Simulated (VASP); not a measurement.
# Si9O16 (a cell with a defect) in VASP: further runs, part 3 of 4

VASP 6.6.1.

## (4) Single point, LDA

Input file INCAR:

```
SYSTEM = Si9O16
PREC = Accurate
ENCUT = 520
EDIFF = 1E-6
ISMEAR = -1
SIGMA = 0.05
LREAL = Auto
LASPH = .TRUE.
NELM = 80
ALGO = Normal
ISIF = 2
LWAVE = .FALSE.
LCHARG = .TRUE.
GGA = CA
LELF = .TRUE.
LVHAR = .TRUE.
NBANDS = 84
```

Input file KPOINTS:

```
Automatic mesh
0
G
  2 2 2
  0 0 0
```

Input file POSCAR:

```
Si9O16
1.0
   -4.1797000000     -4.1797000000      0.0000000000
    4.1797000000     -4.1797000000      0.0000000000
    0.0000000000      0.0000000000      5.3338000000
Si O
9 16
Direct
    0.5062372898      0.5241390530     -0.0054683340
    0.0169034859      0.5093574898      0.2486714912
    0.5240463430      0.5136171256      0.4936709288
    0.0158629806      0.5059026964      0.7160874049
   -0.0934089767     -0.1314030911     -0.0213510068
    0.5091006532      0.0023621313      0.2706014474
    0.0033338517      0.0217385219      0.4828885598
    0.4817747685      0.0426092782      0.7530754809
    0.1681257028      0.1039833002      0.9709696652
    0.2036845946      0.5166218867     -0.0151631107
    0.0306254037      0.2215338421      0.2391973827
    0.8278770007      0.5450954614     -0.0176755784
   -0.0403673709      0.7992895423      0.2747079006
    0.2185239371      0.5251605378      0.4837854813
    0.0084300309      0.2262377683      0.7173525442
    0.8185676005      0.4809555710      0.4813789418
   -0.0233921095      0.7917357705      0.6906301324
    0.6717308659      0.0139513601     -0.0012544527
    0.5547419671      0.6923240902      0.2573883535
    0.3002710721     -0.0973689499      0.1190916420
    0.5028521186      0.3146699524      0.2343400577
    0.6981879082      0.0338179774      0.5029974877
    0.5125963586      0.7177345264      0.7442461285
    0.3061677872      0.0200168672      0.5044765458
    0.5304414192      0.3393844056      0.7441630732
```

Potentials or basis: VASP PAW LDA potentials, release 64 (Si, O).

Launch:

```
$ cat potpaw_LDA.64/Si/POTCAR potpaw_LDA.64/O/POTCAR > POTCAR
$ mpirun -np 1 vasp_std > vasp.out
```

OUTCAR:

```text
SYSTEM = Si9O16
   PREC = Accurate
   ENCUT = 520
   EDIFF = 1E-6
   ISMEAR = -1
   LREAL = Auto
   LASPH = .TRUE.
   NELM = 80
   ISIF = 2
   GGA = CA

 ion  position               nearest neighbor table
   1  0.506  0.524  0.995-  25 1.73  19 1.74  23 1.76  21 1.78  10 1.79  12 1.91   3 2.67   3 2.67
                             5 3.12   8 3.13
   2  0.017  0.509  0.249-  11 1.70  16 1.72  14 1.73  13 1.75  10 1.79  12 1.82   4 2.49   5 2.65
                             4 2.84   9 2.96   7 3.14
   3  0.524  0.514  0.494-  19 1.65  25 1.69  16 1.75  23 1.80  14 1.81  21 1.82   1 2.67   1 2.67
                             8 3.12   6 3.13   4 3.14
   4  0.016  0.506  0.716-  15 1.65  17 1.71  16 1.72  14 1.73  10 1.81  12 1.82   2 2.49   5 2.64
                             2 2.84   9 2.88   7 3.12   3 3.14
   5  0.907  0.869  0.979-  18 1.64  17 1.65  13 1.66  12 1.97   9 2.08  20 2.45   4 2.64   2 2.65
                             7 2.85   7 2.89   6 2.93   8 2.97   1 3.12
   6  0.509  0.002  0.271-  20 1.59  22 1.68  24 1.73  18 1.74  19 1.85  21 1.86   8 2.59   9 2.64
                             8 2.78   5 2.93   3 3.13   7 3.14
   7  0.003  0.022  0.483-  15 1.74  13 1.74  17 1.76  11 1.76  24 1.79  22 1.81   9 2.82   5 2.85
                             5 2.89   9 2.94   4 3.12   6 3.14   2 3.14
   8  0.482  0.043  0.753-  24 1.69  18 1.73  25 1.78  22 1.85  23 1.93   9 2.22  20 2.38   6 2.59
                             6 2.78   5 2.97   3 3.12   1 3.13
   9  0.168  0.104  0.971-  20 1.63  11 1.79  15 1.80   5 2.08   8 2.22  10 2.45   6 2.64   7 2.82
                             4 2.88   7 2.94   2 2.96
  10  0.204  0.517  0.985-   2 1.79   1 1.79   4 1.81   9 2.45
  11  0.031  0.222  0.239-   2 1.70   7 1.76   9 1.79
  12  0.828  0.545  0.982-   4 1.82   2 1.82   1 1.91   5 1.97
  13  0.960  0.799  0.275-   5 1.66   7 1.74   2 1.75
  14  0.219  0.525  0.484-   4 1.73   2 1.73   3 1.81
  15  0.008  0.226  0.717-   4 1.65   7 1.74   9 1.80
  16  0.819  0.481  0.481-   2 1.72   4 1.72   3 1.75
  17  0.977  0.792  0.691-   5 1.65   4 1.71   7 1.76
  18  0.672  0.014  0.999-   5 1.64   8 1.73   6 1.74
  19  0.555  0.692  0.257-   3 1.65   1 1.74   6 1.85
  20  0.300  0.903  0.119-   6 1.59   9 1.63   8 2.38   5 2.45
  21  0.503  0.315  0.234-   1 1.78   3 1.82   6 1.86
  22  0.698  0.034  0.503-   6 1.68   7 1.81   8 1.85
  23  0.513  0.718  0.744-   1 1.76   3 1.80   8 1.93
  24  0.306  0.020  0.504-   8 1.69   6 1.73   7 1.79
  25  0.530  0.339  0.744-   3 1.69   1 1.73   8 1.78

  LATTYP: Found a simple tetragonal cell.
 ALAT       =     5.9109884267
 C/A-ratio  =     0.9023533147

  Lattice vectors:

 A1 = (  -4.1797000000,  -4.1797000000,   0.0000000000)
 A2 = (   4.1797000000,  -4.1797000000,   0.0000000000)
 A3 = (   0.0000000000,   0.0000000000,   5.3338000000)

Analysis of symmetry for initial positions (statically):
=====================================================================
 Subroutine PRICEL returns:
 Original cell was already a primitive cell.

 Routine SETGRP: Setting up the symmetry group for a
 simple tetragonal supercell.

 Subroutine GETGRP returns: Found  1 space group operations
 (whereof  1 operations were pure point group operations)
 out of a pool of 16 trial point group operations.

The static configuration has the point symmetry C_1 .

Analysis of symmetry for dynamics (positions and initial velocities):
=====================================================================
 Subroutine PRICEL returns:
 Original cell was already a primitive cell.
[... 118 lines left out ...]
  0.500000  0.500000  0.500000      1.000000
   k-points           NKPTS =      8   k-points in BZ     NKDIM =      8   number of bands    NBANDS=     84
   number of dos      NEDOS =    301   number of ions     NIONS =     25
   total plane-waves  NPLWV =  92160
   dimension x,y,z NGX =    48 NGY =   48 NGZ =   40
   dimension x,y,z NGXF=    96 NGYF=   96 NGZF=   80
   ions per type =               9  16
   NGX,Y,Z   is equivalent  to a cutoff of  13.50, 13.50, 12.47 a.u.
   NGXF,Y,Z  is equivalent  to a cutoff of  27.00, 27.00, 24.93 a.u.
 SYSTEM =  Si9O16
   PREC   = accura    normal or accurate (medium, high low for compatibility)
   ISTART =      0    job   : 0-new  1-cont  2-samecut
   ICHARG =      2    charge: 1-file 2-atom 10-const
   ISPIN  =      1    spin polarized calculation?
   LNONCOLLINEAR =      F non collinear calculations
   LSORBIT =      F    spin-orbit coupling
   LASPH  =      T    aspherical Exc in radial PAW
   ENCUT  =  520.0 eV  38.22 Ry    6.18 a.u.  10.99 10.99  9.92*2*pi/ulx,y,z
   NELM   =     80;   NELMIN=  2; NELMDL= -5     # of ELM steps
   EDIFF  = 0.1E-05   stopping-criterion for ELM
   LREAL  =      T    real-space projection
   EDIFFG = 0.1E-04   stopping-criterion for IOM
   NSW    =      0    number of steps for IOM
   IBRION =     -1    ionic relax: 0-MD 1-quasi-New 2-CG
   NFREE  =      0    steps in history (QN), initial steepest desc. (CG)
   ISIF   =      2    stress and relaxation
   ISYM   =      2    0-nonsym 1-usesym 2-fastsym
   POTIM  = 0.5000    time-step for ionic-motion
   TEBEG  =    0.0;   TEEND  =   0.0 temperature during run
   PSTRESS=    0.0 pullay stress
   NELECT =     132.0000    total number of electrons
   NUPDOWN=      -1.0000    fix difference up-down
   EMIN   =  10.00;   EMAX   =-10.00  energy-range for DOS
   EFERMI =   0.00;   METHOD = LEGACY
   ISMEAR =    -1;   SIGMA  =   0.05  broadening in eV -4-tet -1-fermi 0-gaus
   EFERMI_NEDOS =   21; number of points for ismear=-14 and -15
   IALGO  =     38    algorithm
   IMIX   =      4    mixing-type and parameters
     AMIX     =   0.40;   BMIX     =  1.00
     AMIX_MAG =   1.60;   BMIX_MAG =  1.00
  volume/ion in A,a.u.               =       7.45        50.31
  Fermi-wavevector in a.u.,A,eV,Ry     =   1.459309  2.757693 28.974719  2.129582
  Thomas-Fermi vector in A             =   2.575891
   LORBIT       =      0    0 simple, 1 ext, 2 COOP (PROOUT), +10 PAW based schemes
   GGA     = CA    functional components
   LHFCALC =     F    Hartree Fock is set to
   AEXX    =    0.0000 exact exchange contribution
   IVDW    =     0    specifies the selected vdW correction
   LEPSILON=     F    determine dielectric tensor
   LRPA    =     F    only Hartree local field effects (RPA)
 non-spin polarized calculation
  energy-cutoff  :      520.00
  volume of cell :      186.36
 maximum number of plane-waves:      5032
 NGX is ok and might be reduce to    48
   NGX = 21   NGY = 21   NGZ = 19

 number of electron     132.0000014 magnetization

 Free energy of the ion-electron system (eV)
  ---------------------------------------------------
  ext. energy  EPLUGINS =         0.00000000
  ---------------------------------------------------
  free energy    TOTEN  =      -200.98759539 eV

  energy without entropy =     -200.98759539  energy(sigma->0) =     -200.98759539

 E-fermi :  13.0382     XC(G=0): -13.0012

 val. band max:       11.8219779636   @ k =   0.5000   0.0000   0.5000
 cond. band min:      14.5439476406   @ k =   0.0000   0.0000   0.0000
 fundamental gap:      2.7219696771
 Fermi energy:        13.0381707240

 k-point     1 :       0.0000    0.0000    0.0000
  band No.  band energies     occupation
      1     -13.9237      2.00000
      2     -12.0994      2.00000
      3     -11.6242      2.00000
      4     -11.4549      2.00000
      5     -10.9976      2.00000
      6     -10.9045      2.00000
[... 637 lines left out ...]
     77      18.5465      0.00000
     78      18.5936      0.00000
 [bands above 78 left out]

------------------------ aborting loop because EDIFF is reached ----------------------------------------

  FORCE on cell =-STRESS in cart. coord.  units (eV):
  Direction    XX          YY          ZZ          XY          YZ          ZX
  --------------------------------------------------------------------------------------
  -------------------------------------------------------------------------------------
  Total       36.3212835     30.5846297     49.2451877      1.0345434      0.4298383    -10.7958554
  in kB      312.2588994    262.9401239    423.3674201      8.8941071      3.6953766    -92.8134029
  external PRESSURE =     332.8554811 kB  Pullay stress =       0.0000000 kB

 VOLUME and BASIS-vectors are now :
 -----------------------------------------------------------------------------
  energy-cutoff  :      520.00
  volume of cell :      186.36
      direct lattice vectors                 reciprocal lattice vectors
    -4.179700000 -4.179700000  0.000000000    -0.119625810 -0.119625810  0.000000000
     4.179700000 -4.179700000  0.000000000     0.119625810 -0.119625810  0.000000000
     0.000000000  0.000000000  5.333800000     0.000000000  0.000000000  0.187483595

 POSITION                                       TOTAL-FORCE (eV/Angst)
 -----------------------------------------------------------------------------------
      0.07482     -4.30666      5.30463        -0.004394     -0.007655      0.010776
      2.05831     -2.19961      1.32636         0.021432     -0.005335     -0.021471
     -0.04359     -4.33712      2.63314        -0.008353      0.008080      0.014465
      2.04822     -2.18082      3.81947         0.013918     -0.017195      0.035543
     -0.15880     -7.41975      5.21992         0.019072     -0.098674     -0.004408
     -2.11801     -2.13776      1.44333        -0.048778     -0.089507      0.024514
[... 17 lines left out ...]
     -1.19603     -1.36335      2.69078         0.030498      0.032532     -0.005431
     -0.79856     -3.63561      3.96922        -0.018357      0.038248      0.005448
 -----------------------------------------------------------------------------------
    total drift:                               -0.004593      0.004774      0.016050

  FREE ENERGIE OF THE ION-ELECTRON SYSTEM (eV)
  ---------------------------------------------------
  free  energy   TOTEN  =      -200.9875953876 eV

  energy  without entropy=     -200.9875953876  energy(sigma->0) =     -200.98759539
```

Wall time 98 s (1 thread of AMD EPYC 9R45 (Zen 5), shared host); peak memory 0.24 GiB.

Results:

| Item | Value |
| --- | --- |
| Free energy | -200.9876 eV |
| Pressure | 33.3 GPa |
| Largest force | 0.116 eV/Å |
| Band gap on the k mesh | 2.72 eV |

Forces on the atoms (eV/Å):
```
Si  -0.004 -0.008  0.011
Si   0.021 -0.005 -0.021
Si  -0.008  0.008  0.014
Si   0.014 -0.017  0.036
Si   0.019 -0.099 -0.004
Si  -0.049 -0.090  0.025
Si  -0.010  0.032  0.005
Si  -0.020 -0.019  0.052
Si   0.074  0.035 -0.060
O   -0.003  0.000 -0.002
O   -0.010 -0.002 -0.021
O    0.007  0.013  0.000
O   -0.020  0.014  0.050
O   -0.056 -0.059  0.000
O   -0.012  0.003  0.012
O    0.039  0.056  0.005
O   -0.019  0.014 -0.078
O    0.035  0.024  0.001
O    0.035 -0.050 -0.022
O   -0.050  0.103 -0.018
O   -0.020  0.037  0.006
O   -0.020 -0.020  0.029
O    0.043 -0.041 -0.019
O    0.030  0.033 -0.005
O   -0.018  0.038  0.005
```

Caveat: the k points lie up to 0.59 Å⁻¹ apart.

(Continued in part 4 of 4.)
